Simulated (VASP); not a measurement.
Al2Ru:

```
Al Ru
1.0
     0.00000    3.98984    4.39153
     2.35247    0.00000    4.39153
     2.35247    3.98984    0.00000
Al Ru
4 2
Cartesian
  1.1762 0.6309 2.1958
  1.1762 3.3590 2.1958
  2.3525 1.3640 4.3915
  2.3525 6.6156 4.3915
  3.5287 5.9848 6.5873
  2.3525 3.9898 4.3915
```

Base run:

```yaml
Program: VASP 6.6.1
Functional: PBEsol
Potentials_or_basis: VASP PAW PBE potentials, release 64 (Al, Ru_pv)
Cutoff: 500 eV
k_mesh: 6 × 6 × 6, shifted
Occupations: gaussian, width 0.01 eV
Spin: no spin polarisation
```

Its results: band gap on the k mesh 0.49 eV (least direct gap 1.30 eV); pressure -0.4 GPa; largest force 0.015 eV/Å.

Q: The run is repeated on the same cell with these changes: k mesh from 6 × 6 × 6, shifted to 4 × 4 × 4, shifted. What comes out?

A: Band gap on the k mesh 0.83 eV (least direct gap 1.25 eV); pressure -0.4 GPa; largest force 0.017 eV/Å.

Caveats: the PAW data sets were made with another functional, which shifts forces and pressure a little; a shifted mesh leaves out Γ, where band edges can lie.

A k mesh can miss the band edges.
